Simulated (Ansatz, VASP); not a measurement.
## HfO2: VASP beside Ansatz

Contents of POSCAR:

```
HfO2
1.0
   -2.5575000000     -2.5575000000      0.0000000000
    2.5575000000     -2.5575000000      0.0000000000
    0.0000000000      0.0000000000      9.9300000000
Hf O
4 8
Direct
    0.0000000000      0.0000000000      0.9658232628
    0.5000000000      0.5000000000      0.1931646526
    0.0000000000      0.0000000000      0.4507175227
    0.5000000000      0.5000000000      0.7082703927
    0.5000000000      0.0000000000      0.0643882175
    0.0000000000      0.5000000000      0.3219410876
    0.5000000000      0.0000000000      0.5794939577
    0.0000000000      0.5000000000      0.8370468278
    0.5000000000      0.0000000000      0.3219410876
    0.0000000000      0.5000000000      0.5794939577
    0.5000000000      0.0000000000      0.8370468278
    0.0000000000      0.5000000000      0.0643882175
```

Contents of INCAR.step1:

```
  ALGO = Normal
  EDIFF = 1E-4
  ENCUT = 520
  GGA = PE
  ISMEAR = 0
  LASPH = True
  LCHARG = False
  LREAL = False
  LWAVE = True
  NBANDS = 56
  NELM = 100
  PREC = Accurate
  SIGMA = 0.05
```

Contents of INCAR.step2:

```
  ALGO = Normal
  EDIFF = 1E-6
  ENCUT = 520
  ISIF = 2
  ISMEAR = 0
  ISTART = 1
  LASPH = True
  LCHARG = False
  LMIXTAU = True
  LREAL = False
  LWAVE = False
  METAGGA = R2SCAN
  NBANDS = 56
  NELM = 100
  PREC = Accurate
  SIGMA = 0.05
```

File KPOINTS:

```
k-points
0
Gamma
  6 6 3
```

Input for Ansatz:

```yaml
crystal:
  lattice:
    - [-2.5575, -2.5575, 0.0]
    - [2.5575, -2.5575, 0.0]
    - [0.0, 0.0, 9.93]
  atoms:
    - { symbol: Hf, position: [0.0, 0.0, 0.9658232628] }
    - { symbol: Hf, position: [0.5, 0.5, 0.1931646526] }
    - { symbol: Hf, position: [0.0, 0.0, 0.4507175227] }
    - { symbol: Hf, position: [0.5, 0.5, 0.7082703927] }
    - { symbol: O, position: [0.5, 0.0, 0.0643882175] }
    - { symbol: O, position: [0.0, 0.5, 0.3219410876] }
    - { symbol: O, position: [0.5, 0.0, 0.5794939577] }
    - { symbol: O, position: [0.0, 0.5, 0.8370468278] }
    - { symbol: O, position: [0.5, 0.0, 0.3219410876] }
    - { symbol: O, position: [0.0, 0.5, 0.5794939577] }
    - { symbol: O, position: [0.5, 0.0, 0.8370468278] }
    - { symbol: O, position: [0.0, 0.5, 0.0643882175] }
basis:
  ecutwfc: 500
kpoints:
  mp_grid: { grid: [6, 6, 3] }
hamiltonian:
  xc: r2scan
scf:
  occupations: { method: gaussian, width: 0.05 }
output:
  forces: true
  stress: true
  eigenvalues: true
  write_density: true
  write_potential: true
  elf: true
  volumetric_format: npy
```

Alike in both runs: task single point; functional r2SCAN; k mesh 6 × 6 × 3; occupations gaussian, width 0.05 eV; no spin polarisation.

|  | VASP | Ansatz |
| --- | --- | --- |
| version | VASP 6.6.1 | Ansatz 0.2.0 |
| potentials or method | VASP PAW PBE potentials, release 64 (Hf_pv, O), cutoff 520 eV | scalar-relativistic, plane waves, PAW |
| valence electrons in the cell | 88 | 152 |

VASP gave:

| Quantity | Value |
| --- | --- |
| gap on the k mesh at the Fermi level (eV) | 2.94 |
| least direct gap on the mesh (eV) | 2.94 |
| pressure (GPa) | -2.8 |
| traceless stress, the component that is largest in VASP (GPa) | 9.05 |
| rms of the force components (eV/Å) | 1.397 |

Question: What did Ansatz give for the same quantities?

Answer: gap on the k mesh at the Fermi level (eV): 2.94; least direct gap on the mesh (eV): 2.94; pressure (GPa): 1.1; traceless stress, the component that is largest in VASP (GPa): 8.85; rms of the force components (eV/Å): 1.404.

VASP's potentials were made for PBE, not for r2SCAN. Atom by atom the forces differ by 0.007 eV/Å (rms over components). VASP's potentials hold 88 valence electrons a cell and Ansatz's 152, so a difference there can come from the potentials and not from the codes.

Neither program's run includes spin-orbit coupling.
